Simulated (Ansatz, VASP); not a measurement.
## Two plane-wave programs on B2P5

```
B P
1.0
     3.28416    0.00000    0.00000
    -1.64208    2.84417    0.00000
     0.00000    0.00000   23.64140
B P
4 10
Direct
  0.00000 0.00000 0.19185
  0.33333 0.66667 0.40795
  0.00000 0.00000 0.80815
  0.66667 0.33333 0.59205
  0.00000 0.00000 0.27582
  0.66667 0.33333 0.16752
  0.66667 0.33333 0.43232
  0.33333 0.66667 0.32432
  0.00000 0.00000 0.72418
  0.33333 0.66667 0.83248
  0.33333 0.66667 0.56768
  0.66667 0.33333 0.67568
  0.33333 0.66667 0.02617
  0.66667 0.33333 0.97383
```

Alike in both runs: functional PBE; k mesh 12 × 12 × 2; occupations gaussian, width 0.1 eV; no spin polarisation.

Ansatz relaxed the structure, and its values are those at the end. VASP's run is a single point on that final structure, the one shown.

```csv
,VASP,Ansatz
version,VASP 6.6.1,Ansatz 0.2.0
potentials or method,"VASP PAW PBE potentials, release 64 (B, P), cutoff 520 eV","scalar-relativistic, plane waves, PAW"
valence electrons in the cell,62,62
```

VASP gave:

| Item | Value |
| --- | --- |
| gap on the k mesh at the Fermi level (eV) | none |
| pressure (GPa) | -0.2 |
| rms of the force components (eV/Å) | 0.024 |

Q: What did Ansatz give for the same quantities?

A: gap on the k mesh at the Fermi level (eV): none; pressure (GPa): 0.0; rms of the force components (eV/Å): 0.002.

A gap of «none» marks a metal or a gap that the smearing closes. The functional is the same, so the differences come from potentials, cutoffs and numerics.
